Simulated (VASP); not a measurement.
A run of VASP 6.6.1 is set up as follows.

Contents of INCAR:

```
ALGO = Normal
EDIFF = 1E-6
ENCUT = 520
GGA = RP
ISIF = 2
ISMEAR = -1
LASPH = T
LCHARG = T
LELF = T
LREAL = F
LVHAR = T
LWAVE = F
NBANDS = 19
NELM = 60
PREC = Accurate
SIGMA = 0.1
```

The input KPOINTS:

```
k-points
0
Gamma
  9 9 9
```

Contents of POSCAR:

```
Cd
1.0
    0.0000000000      3.5341674960      3.5341674960
    3.5341674960      0.0000000000      3.5341674960
    3.5341674960      3.5341674960      0.0000000000
Cd
2
Direct
    0.1250000000      0.1250000000      0.1250000000
    0.8750000000      0.8750000000      0.8750000000
```

Potentials or basis: VASP PAW PBE potentials, release 64 (Cd).

The run is started by

```console
$ cat potpaw_PBE.64/Cd/POTCAR > POTCAR
$ mpirun -np 1 vasp_std > vasp.out
```

Q: Estimate the pressure.

A: -0.2 GPa.

Q: Predict the band gap on the k mesh.

A: Zero (bands 12 and 13 overlap by 3.57 eV).

Caveat: the PAW data sets were made with another functional, which shifts forces and pressure a little.
